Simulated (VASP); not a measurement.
# Al3Cu2 (P-3m1) in VASP: further runs

The runs below take Al3Cu2 through single point, with PBEsol.

Program: VASP 6.6.1. These are calculated values, not measurements. Logs are shortened: lines on timing, memory, paths and dates and some standing lists are left out, and cuts for length are marked.

### Step 1. The cell of the first run

The structure is trigonal, space group P-3m1 (No. 164). Conventional cell: a = 4.140 Å, b = 4.140 Å, c = 4.962 Å, α = 90.00°, β = 90.00°, γ = 120.00°. Within 3.3 Å of Al (site symmetry -3m) lie 6 Cu at 2.51 Å and 6 Al at 2.96 Å. Al (site symmetry 3m) has 5 Cu at 2.44 to 2.58 Å and 6 Al at 2.81 to 2.96 Å within 3.2 Å. Within 3.2 Å of Cu (site symmetry 3m) lie 8 Al at 2.44 to 2.58 Å and 3 Cu at 2.85 Å.

### Step 2. Single point, PBEsol (biaxial strain in the a-b plane: +1.0 %, then relaxed in part)

Input file INCAR:

```
SYSTEM = Al3Cu2
ALGO     = Fast           ! electronic algorithm
EDIFF    = 1E-7           ! SCF threshold, eV
ENCUT    = 520            ! plane-wave cutoff, eV
GGA      = PS             ! functional
ISIF     = 2              ! what is computed and relaxed
ISMEAR   = 0              ! smearing method
LASPH    = .True.         ! aspherical terms in the spheres
LCHARG   = .False.        ! write CHGCAR
LREAL    = .False.        ! projectors in reciprocal space
LWAVE    = .False.        ! write WAVECAR
NBANDS   = 24             ! bands
NELM     = 60             ! most SCF steps
PREC     = Accurate       ! precision mode
SIGMA    = 0.1            ! smearing width, eV
```

Input file KPOINTS:

```
k-points
0
Gamma
  12 12 8
  0 0 0
```

Input file POSCAR:

```
Al3Cu2
1.0
    4.1395714498      0.0000000000      0.0000000000
   -2.0697857249      3.5849740363      0.0000000000
    0.0000000000      0.0000000000      4.9618376969
Al Cu
3 2
Direct
    0.0000000000      0.0000000000      0.0000000000
    0.3333333333      0.6666666667      0.3518138341
    0.6666666667      0.3333333333      0.6481861659
    0.3333333333      0.6666666667      0.8435768472
    0.6666666667      0.3333333333      0.1564231528
```

Potentials or basis: VASP PAW PBE potentials, release 64 (Al, Cu).

Command:

```sh
$ cat potpaw_PBE.64/Al/POTCAR potpaw_PBE.64/Cu/POTCAR > POTCAR
$ mpirun -np 1 vasp_std > vasp.out
```

OUTCAR:

```text
SYSTEM = Al3Cu2
   EDIFF = 1E-7
   ENCUT = 520
   GGA = PS
   ISIF = 2
   ISMEAR = 0
   LASPH = .True.
   LREAL = .False.
   NELM = 60
   PREC = Accurate

 ion  position               nearest neighbor table
   1  0.000  0.000  0.000-   4 2.51   5 2.51   4 2.51   5 2.51   5 2.51   4 2.51   2 2.96   3 2.96
                             2 2.96   3 2.96   2 2.96   3 2.96
   2  0.333  0.667  0.352-   4 2.44   4 2.52   5 2.58   5 2.58   5 2.58   3 2.81   3 2.81   3 2.81
                             1 2.96   1 2.96   1 2.96
   3  0.667  0.333  0.648-   5 2.44   5 2.52   4 2.58   4 2.58   4 2.58   2 2.81   2 2.81   2 2.81
                             1 2.96   1 2.96   1 2.96
   4  0.333  0.667  0.844-   2 2.44   1 2.51   1 2.51   1 2.51   2 2.52   3 2.58   3 2.58   3 2.58

   5  0.667  0.333  0.156-   3 2.44   1 2.51   1 2.51   1 2.51   3 2.52   2 2.58   2 2.58   2 2.58

  LATTYP: Found a hexagonal cell.
 ALAT       =     4.1395714498
 C/A-ratio  =     1.1986355972

  Lattice vectors:

 A1 = (   4.1395714498,   0.0000000000,   0.0000000000)
 A2 = (  -2.0697857249,   3.5849740363,   0.0000000000)
 A3 = (   0.0000000000,   0.0000000000,   4.9618376969)

Analysis of symmetry for initial positions (statically):
=====================================================================
 Subroutine PRICEL returns:
 Original cell was already a primitive cell.

 Routine SETGRP: Setting up the symmetry group for a
 hexagonal supercell.

 Subroutine GETGRP returns: Found 12 space group operations
 (whereof 12 operations were pure point group operations)
 out of a pool of 24 trial point group operations.

The static configuration has the point symmetry D_3d.

Analysis of symmetry for dynamics (positions and initial velocities):
=====================================================================
 Subroutine PRICEL returns:
 Original cell was already a primitive cell.

 Routine SETGRP: Setting up the symmetry group for a
 hexagonal supercell.

 Subroutine GETGRP returns: Found 12 space group operations
 (whereof 12 operations were pure point group operations)
 out of a pool of 24 trial point group operations.

The dynamic configuration has the point symmetry D_3d.

 Subroutine INISYM returns: Found 12 space group operations
 (whereof 12 operations are pure point group operations),
 and found     1 'primitive' translations

----------------------------------------------------------------------------------------

[... 101 lines left out ...]
   NSW    =      0    number of steps for IOM
   IBRION =     -1    ionic relax: 0-MD 1-quasi-New 2-CG
   NFREE  =      0    steps in history (QN), initial steepest desc. (CG)
   ISIF   =      2    stress and relaxation
   ISYM   =      2    0-nonsym 1-usesym 2-fastsym
   POTIM  = 0.5000    time-step for ionic-motion
   TEBEG  =    0.0;   TEEND  =   0.0 temperature during run
   PSTRESS=    0.0 pullay stress
   NELECT =      31.0000    total number of electrons
   NUPDOWN=      -1.0000    fix difference up-down
   EMIN   =  10.00;   EMAX   =-10.00  energy-range for DOS
   EFERMI =   0.00;   METHOD = LEGACY
   ISMEAR =     0;   SIGMA  =   0.10  broadening in eV -4-tet -1-fermi 0-gaus
   EFERMI_NEDOS =   21; number of points for ismear=-14 and -15
   IALGO  =     68    algorithm
   IMIX   =      4    mixing-type and parameters
     AMIX     =   0.40;   BMIX     =  1.00
     AMIX_MAG =   1.60;   BMIX_MAG =  1.00
  volume/ion in A,a.u.               =      14.73        99.38
  Fermi-wavevector in a.u.,A,eV,Ry     =   1.226970  2.318638 20.482977  1.505456
  Thomas-Fermi vector in A             =   2.361951
   LORBIT       =      0    0 simple, 1 ext, 2 COOP (PROOUT), +10 PAW based schemes
   GGA     = PS    functional components
   LHFCALC =     F    Hartree Fock is set to
   AEXX    =    0.0000 exact exchange contribution
   IVDW    =     0    specifies the selected vdW correction
   LEPSILON=     F    determine dielectric tensor
   LRPA    =     F    only Hartree local field effects (RPA)
 non-spin polarized calculation
 RMM-DIIS sequential band-by-band and
 Gauss-broadening in eV      SIGMA  =   0.10
  energy-cutoff  :      520.00
  volume of cell :       73.63
 maximum number of plane-waves:      2016
 NGX is ok and might be reduce to    32
   NGX = 15   NGY = 15   NGZ = 19

 number of electron      30.9999997 magnetization

 Free energy of the ion-electron system (eV)
  ---------------------------------------------------
  ext. energy  EPLUGINS =         0.00000000
  ---------------------------------------------------
  free energy    TOTEN  =       -21.71019679 eV

  energy without entropy =      -21.70277631  energy(sigma->0) =      -21.70648655

 E-fermi :   8.1446     XC(G=0): -10.9975

 val. band max:        8.1298078340   @ k =   0.1667   0.1667   0.2500
 cond. band min:       8.1603905101   @ k =   0.0000   0.3333   0.2500
 fundamental gap:      0.0305826761
 Fermi energy:         8.1446109733

 k-point     1 :       0.0000    0.0000    0.0000
  band No.  band energies     occupation
      1      -3.0271      2.00000
      2       1.8189      2.00000
      3       2.3269      2.00000
      4       2.8359      2.00000
      5       2.8359      2.00000
      6       3.1850      2.00000
[... 637 lines left out ...]
     23      13.4576      0.00000
     24      14.0401      0.00000

 [... further k-points ...]

------------------------ aborting loop because EDIFF is reached ----------------------------------------

  FORCE on cell =-STRESS in cart. coord.  units (eV):
  Direction    XX          YY          ZZ          XY          YZ          ZX
  --------------------------------------------------------------------------------------
  -------------------------------------------------------------------------------------
  Total       -0.9654410     -0.9654410      0.1772035      0.0000000     -0.0000000      0.0000000
  in kB      -21.0064364    -21.0064364      3.8556621      0.0000000     -0.0000000      0.0000000
  external PRESSURE =     -12.7190702 kB  Pullay stress =       0.0000000 kB

 VOLUME and BASIS-vectors are now :
 -----------------------------------------------------------------------------
  energy-cutoff  :      520.00
  volume of cell :       73.63
      direct lattice vectors                 reciprocal lattice vectors
     4.139571450  0.000000000  0.000000000     0.241570900  0.139471024  0.000000000
    -2.069785725  3.584974036  0.000000000     0.000000000  0.278942048  0.000000000
     0.000000000  0.000000000  4.961837697     0.000000000  0.000000000  0.201538233

 POSITION                                       TOTAL-FORCE (eV/Angst)
 -----------------------------------------------------------------------------------
      0.00000      0.00000      0.00000        -0.000000      0.000000      0.000000
     -0.00000      2.38998      1.74564         0.000000      0.000000      0.005024
      2.06979      1.19499      3.21619        -0.000000      0.000000     -0.005024
     -0.00000      2.38998      4.18569         0.000000     -0.000000      0.000607
      2.06979      1.19499      0.77615         0.000000      0.000000     -0.000607
 -----------------------------------------------------------------------------------
    total drift:                               -0.000000      0.000000     -0.000000

  FREE ENERGIE OF THE ION-ELECTRON SYSTEM (eV)
  ---------------------------------------------------
  free  energy   TOTEN  =       -21.7101967895 eV

  energy  without entropy=      -21.7027763132  energy(sigma->0) =      -21.70648655
```

It took 2.4 min on 1 thread of Intel Xeon 6975P-C (Granite Rapids), shared host; peak memory 0.33 GiB.

What came out:

| Item | Value |
| --- | --- |
| Free energy | -21.7102 eV |
| Pressure | -1.3 GPa |
| Largest force | 0.005 eV/Å |

Forces in eV/Å, atoms in the order of the input:
```
Al   0.000  0.000  0.000
Al   0.000  0.000  0.005
Al   0.000  0.000 -0.005
Cu   0.000  0.000  0.001
Cu   0.000  0.000 -0.001
```

Stress tensor (GPa, compression positive):
```
-2.10  0.00  0.00
 0.00 -2.10  0.00
 0.00  0.00  0.39
```

Caveat: the cell differs from its parent crystal (biaxial strain in the a-b plane: +1.0 %, then relaxed in part); the PAW data sets were made with another functional, which shifts forces and pressure a little.

### Step 3. Single point, PBEsol (biaxial strain in the a-b plane: +1.0 %)

Input file INCAR:

```
SYSTEM = Al3Cu2
ALGO     = Fast           ! electronic algorithm
EDIFF    = 1E-6           ! SCF threshold, eV
ENCUT    = 520            ! plane-wave cutoff, eV
GGA      = PS             ! functional
ISIF     = 2              ! what is computed and relaxed
ISMEAR   = 0              ! smearing method
LASPH    = .TRUE.         ! aspherical terms in the spheres
LCHARG   = .FALSE.        ! write CHGCAR
LREAL    = .FALSE.        ! projectors in reciprocal space
LWAVE    = .FALSE.        ! write WAVECAR
NBANDS   = 24             ! bands
NELM     = 80             ! most SCF steps
PREC     = Accurate       ! precision mode
SIGMA    = 0.1            ! smearing width, eV
```

Input file KPOINTS:

```
k-points
0
G
  12 12 8
  0 0 0
```

Input file POSCAR:

```
Al3Cu2
1.0
    4.1395714498      0.0000000000      0.0000000000
   -2.0697857249      3.5849740363      0.0000000000
    0.0000000000      0.0000000000      4.9522082451
Al Cu
3 2
Direct
    0.0000000000      0.0000000000      0.0000000000
    0.3333333333      0.6666666667      0.3515059866
    0.6666666667      0.3333333333      0.6484940134
    0.3333333333      0.6666666667      0.8422899902
    0.6666666667      0.3333333333      0.1577100098
```

Potentials or basis: VASP PAW PBE potentials, release 64 (Al, Cu).

Command:

```sh
$ cat potpaw_PBE.64/Al/POTCAR potpaw_PBE.64/Cu/POTCAR > POTCAR
$ mpirun -np 1 vasp_std > vasp.out
```

OUTCAR:

```text
SYSTEM = Al3Cu2
   EDIFF = 1E-6
   ENCUT = 520
   GGA = PS
   ISIF = 2
   ISMEAR = 0
   LASPH = .TRUE.
   LREAL = .FALSE.
   NELM = 80
   PREC = Accurate

 ion  position               nearest neighbor table
   1  0.000  0.000  0.000-   4 2.51   5 2.51   4 2.51   5 2.51   5 2.51   4 2.51   2 2.96   3 2.96
                             2 2.96   3 2.96   2 2.96   3 2.96
   2  0.333  0.667  0.352-   4 2.43   4 2.52   5 2.58   5 2.58   5 2.58   3 2.81   3 2.81   3 2.81
                             1 2.96   1 2.96   1 2.96
   3  0.667  0.333  0.648-   5 2.43   5 2.52   4 2.58   4 2.58   4 2.58   2 2.81   2 2.81   2 2.81
                             1 2.96   1 2.96   1 2.96
   4  0.333  0.667  0.842-   2 2.43   1 2.51   1 2.51   1 2.51   2 2.52   3 2.58   3 2.58   3 2.58

   5  0.667  0.333  0.158-   3 2.43   1 2.51   1 2.51   1 2.51   3 2.52   2 2.58   2 2.58   2 2.58

  LATTYP: Found a hexagonal cell.
 ALAT       =     4.1395714498
 C/A-ratio  =     1.1963094019

  Lattice vectors:

 A1 = (   4.1395714498,   0.0000000000,   0.0000000000)
 A2 = (  -2.0697857249,   3.5849740363,   0.0000000000)
 A3 = (   0.0000000000,   0.0000000000,   4.9522082451)

Analysis of symmetry for initial positions (statically):
=====================================================================
 Subroutine PRICEL returns:
 Original cell was already a primitive cell.

 Routine SETGRP: Setting up the symmetry group for a
 hexagonal supercell.

 Subroutine GETGRP returns: Found 12 space group operations
 (whereof 12 operations were pure point group operations)
 out of a pool of 24 trial point group operations.

The static configuration has the point symmetry D_3d.

Analysis of symmetry for dynamics (positions and initial velocities):
=====================================================================
 Subroutine PRICEL returns:
 Original cell was already a primitive cell.

 Routine SETGRP: Setting up the symmetry group for a
 hexagonal supercell.

 Subroutine GETGRP returns: Found 12 space group operations
 (whereof 12 operations were pure point group operations)
[... 132 lines left out ...]
   LORBIT       =      0    0 simple, 1 ext, 2 COOP (PROOUT), +10 PAW based schemes
   GGA     = PS    functional components
   LHFCALC =     F    Hartree Fock is set to
   AEXX    =    0.0000 exact exchange contribution
   IVDW    =     0    specifies the selected vdW correction
   LEPSILON=     F    determine dielectric tensor
   LRPA    =     F    only Hartree local field effects (RPA)
 non-spin polarized calculation
 RMM-DIIS sequential band-by-band and
 Gauss-broadening in eV      SIGMA  =   0.10
  energy-cutoff  :      520.00
  volume of cell :       73.49
 maximum number of plane-waves:      2010
 NGX is ok and might be reduce to    32
   NGX = 15   NGY = 15   NGZ = 19

 number of electron      31.0000000 magnetization

 Free energy of the ion-electron system (eV)
  ---------------------------------------------------
  ext. energy  EPLUGINS =         0.00000000
  ---------------------------------------------------
  free energy    TOTEN  =       -21.70927712 eV

  energy without entropy =      -21.70186708  energy(sigma->0) =      -21.70557210

 E-fermi :   8.1642     XC(G=0): -11.0060

 val. band max:        8.1544995272   @ k =   0.0000   0.2500   0.2500
 cond. band min:       8.1841344236   @ k =   0.0000   0.3333   0.2500
 fundamental gap:      0.0296348964
 Fermi energy:         8.1641561780

 k-point     1 :       0.0000    0.0000    0.0000
  band No.  band energies     occupation
      1      -3.0180      2.00000
      2       1.8336      2.00000
      3       2.3522      2.00000
      4       2.8540      2.00000
      5       2.8540      2.00000
      6       3.2017      2.00000
[... 637 lines left out ...]
     23      13.4711      0.00000
     24      14.0711      0.00000

 [... further k-points ...]

------------------------ aborting loop because EDIFF is reached ----------------------------------------

  FORCE on cell =-STRESS in cart. coord.  units (eV):
  Direction    XX          YY          ZZ          XY          YZ          ZX
  --------------------------------------------------------------------------------------
  -------------------------------------------------------------------------------------
  Total       -0.9426441     -0.9426441      0.4538057      0.0000000      0.0000000      0.0000000
  in kB      -20.5502932    -20.5502932      9.8932777      0.0000000      0.0000000      0.0000000
  external PRESSURE =     -10.4024362 kB  Pullay stress =       0.0000000 kB

 VOLUME and BASIS-vectors are now :
 -----------------------------------------------------------------------------
  energy-cutoff  :      520.00
  volume of cell :       73.49
      direct lattice vectors                 reciprocal lattice vectors
     4.139571450  0.000000000  0.000000000     0.241570900  0.139471024  0.000000000
    -2.069785725  3.584974036  0.000000000     0.000000000  0.278942048  0.000000000
     0.000000000  0.000000000  4.952208245     0.000000000  0.000000000  0.201930119

 POSITION                                       TOTAL-FORCE (eV/Angst)
 -----------------------------------------------------------------------------------
      0.00000      0.00000      0.00000        -0.000000     -0.000000      0.000000
     -0.00000      2.38998      1.74073         0.000000     -0.000000     -0.008468
      2.06979      1.19499      3.21148        -0.000000      0.000000      0.008468
     -0.00000      2.38998      4.17120         0.000000     -0.000000      0.051292
      2.06979      1.19499      0.78101         0.000000      0.000000     -0.051292
 -----------------------------------------------------------------------------------
    total drift:                                0.000000      0.000000      0.000000

  FREE ENERGIE OF THE ION-ELECTRON SYSTEM (eV)
  ---------------------------------------------------
  free  energy   TOTEN  =       -21.7092771221 eV

  energy  without entropy=      -21.7018670837  energy(sigma->0) =      -21.70557210
```

OSZICAR:

```text
N       E                     dE             d eps       ncg     rms          rms(c)
DAV:   1     0.172840531529E+03    0.17284E+03   -0.12219E+04  6304   0.147E+03
[... 12 lines left out ...]
RMM:  14    -0.217096737413E+02   -0.53030E-04   -0.70318E-04  8943   0.177E-01    0.146E-01
RMM:  15    -0.217098359971E+02   -0.16226E-03   -0.15560E-04  8330   0.104E-01    0.177E-01
RMM:  16    -0.217093361276E+02    0.49987E-03   -0.29852E-03 10663   0.695E-01    0.741E-02
RMM:  17    -0.217092806385E+02    0.55489E-04   -0.92098E-05  7537   0.127E-01    0.196E-02
RMM:  18    -0.217092759168E+02    0.47217E-05   -0.30045E-05  7539   0.509E-02    0.314E-03
RMM:  19    -0.217092774286E+02   -0.15119E-05   -0.14734E-05  7029   0.215E-02    0.462E-03
RMM:  20    -0.217092771221E+02    0.30652E-06   -0.19505E-06  4785   0.209E-02
   1 F= -.21709277E+02 E0= -.21705572E+02  d E =-.741004E-02
```

Run time: 2.1 min. Hardware: 1 thread of Intel Xeon 6975P-C (Granite Rapids), shared host; peak memory 0.33 GiB.

What came out:

```yaml
Free_energy: -21.7093 eV
Pressure: -1.0 GPa
Largest_force: 0.051 eV/Å
```

Forces in eV/Å, atoms in the order of the input:
```
Al   0.000  0.000  0.000
Al   0.000  0.000 -0.008
Al   0.000  0.000  0.008
Cu   0.000  0.000  0.051
Cu   0.000  0.000 -0.051
```

Caveat: the cell differs from its parent crystal (biaxial strain in the a-b plane: +1.0 %); the PAW data sets were made with another functional, which shifts forces and pressure a little.

(Continued in part 2 of 2.)
